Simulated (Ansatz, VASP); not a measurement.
LaAgS2: VASP beside Ansatz

File POSCAR:

```
LaAgS2
1.0
    2.1300357286      1.2297767013      5.9292429218
   -2.1300357286      1.2297767013      5.9292429218
    0.0000000000     -2.4595534026      5.9292429218
Ag La S
1 1 2
Direct
    1.0000000000      0.0000000000      0.0000000000
    0.5000000000      0.5000000000      0.5000000000
    0.2517964130      0.2517964130      0.2517964130
    0.7482035870      0.7482035870      0.7482035870
```

File INCAR.step1:

```
ALGO = Normal
EDIFF = 1E-4
ENCUT = 520
GGA = PE
ISMEAR = 0
LASPH = True
LCHARG = False
LREAL = False
LWAVE = True
NBANDS = 25
NELM = 60
PREC = Accurate
SIGMA = 0.01
```

INCAR.step2

```
ALGO = Normal
EDIFF = 1E-6
ENCUT = 520
ISIF = 2
ISMEAR = 0
ISTART = 1
LASPH = True
LCHARG = False
LMIXTAU = True
LREAL = False
LWAVE = False
METAGGA = R2SCAN
NBANDS = 25
NELM = 60
PREC = Accurate
SIGMA = 0.01
```

File KPOINTS:

```
k-points
0
Gamma
  8 8 8
```

Input for Ansatz:

```yaml
crystal:
  lattice:
    - [2.1300357286, 1.2297767013, 5.9292429218]
    - [-2.1300357286, 1.2297767013, 5.9292429218]
    - [0.0, -2.4595534026, 5.9292429218]
  atoms:
    - { symbol: Ag, position: [1.0, 0.0, 0.0] }
    - { symbol: La, position: [0.5, 0.5, 0.5] }
    - { symbol: S, position: [0.251796413, 0.251796413, 0.251796413] }
    - { symbol: S, position: [0.748203587, 0.748203587, 0.748203587] }
kpoints:
  mp_grid: { grid: [8, 8, 8] }
  band_path:
    path:
      - [0.0, 0.0, 0.0]
      - [0.5, 0.5, 0.5]
      - [0.8046544145, 0.1953455855, 0.5]
      - [0.5, -0.1953455855, 0.1953455855]
      - [0.5, 0.0, 0.0]
      - [0.3476727928, -0.3476727928, 0.0]
      - [0.6523272072, 0.0, 0.3476727928]
      - [0.5, 0.0, 0.5]
      - [0.002604, 0.257812, 0.257813]
      - [0.026042, 0.296875, 0.296875]
      - [0.0, 0.25, 0.25]
    npoints: 1
hamiltonian:
  xc: r2scan
scf:
  occupations: { method: fixed }
  n_extra_bands: 5
output:
  forces: true
  stress: true
  eigenvalues: true
```

Alike in both runs: task single point; functional r2SCAN; k mesh 8 × 8 × 8; no spin polarisation.

```csv
,VASP,Ansatz
version,VASP 6.6.1,Ansatz 0.2.0
potentials or method,"VASP PAW PBE potentials, release 64 (Ag, La, S)","plane waves, PAW"
plane-wave cutoff (eV),520,500
occupations,"gaussian, width 0.01 eV",fixed
valence electrons in the cell,34,42
```

```tsv
	VASP	Ansatz	Ansatz less VASP
gap on the k mesh at the Fermi level (eV)	2.60	2.60	-0.002
pressure (GPa)	-0.2	0.0	+0.19
rms of the force components (eV/Å)	0.003	0.000	-0.0030
```

VASP's potentials were made for PBE, not for r2SCAN. Atom by atom the forces differ by 0.004 eV/Å (rms over components). VASP's potentials hold 34 valence electrons a cell and Ansatz's 42, so a difference there can come from the potentials and not from the codes.

Spin-orbit coupling is off throughout.
